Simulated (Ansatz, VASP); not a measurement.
## Te2Mo: VASP beside Ansatz

```
CELL_PARAMETERS angstrom
3.36696 0.00000 0.00000
-1.68348 2.91587 0.00000
0.00000 0.00000 7.82691
ATOMIC_POSITIONS crystal
Te 0.33333 0.66667 0.76226
Te 0.33333 0.66667 0.23774
Mo 0.00000 0.00000 0.00000
```

Change from the starting cell: biaxial_xy strain -4.8%.

Alike in both runs: task single point; functional HSE06; k mesh 6 × 6 × 2; no spin polarisation.

```csv
,VASP,Ansatz
version,VASP 6.6.1,Ansatz 0.2.0
potentials or method,"VASP PAW PBE potentials, release 64 (Te, Mo_sv)","plane waves, PAW"
plane-wave cutoff (eV),520,420
occupations,"gaussian, width 0.01 eV",fixed
valence electrons in the cell,26,46
```

VASP gave:

```
gap on the k mesh at the Fermi level (eV)                     : 1.18
pressure (GPa)                                                : 4.0
traceless stress, the component that is largest in VASP (GPa) : -4.86
rms of the force components (eV/Å)                            : 0.187
```

Question: What did Ansatz give for the same quantities?

Answer: gap on the k mesh at the Fermi level (eV): 1.19; pressure (GPa): 4.3; traceless stress, the component that is largest in VASP (GPa): -4.90; rms of the force components (eV/Å): 0.179.

Atom by atom the forces differ by 0.008 eV/Å (rms over components). VASP's potentials hold 26 valence electrons a cell and Ansatz's 46, so a difference there can come from the potentials and not from the codes. Ansatz's warnings: stress exchange threshold loose, stress scf threshold loose.

Neither program's run includes spin-orbit coupling.
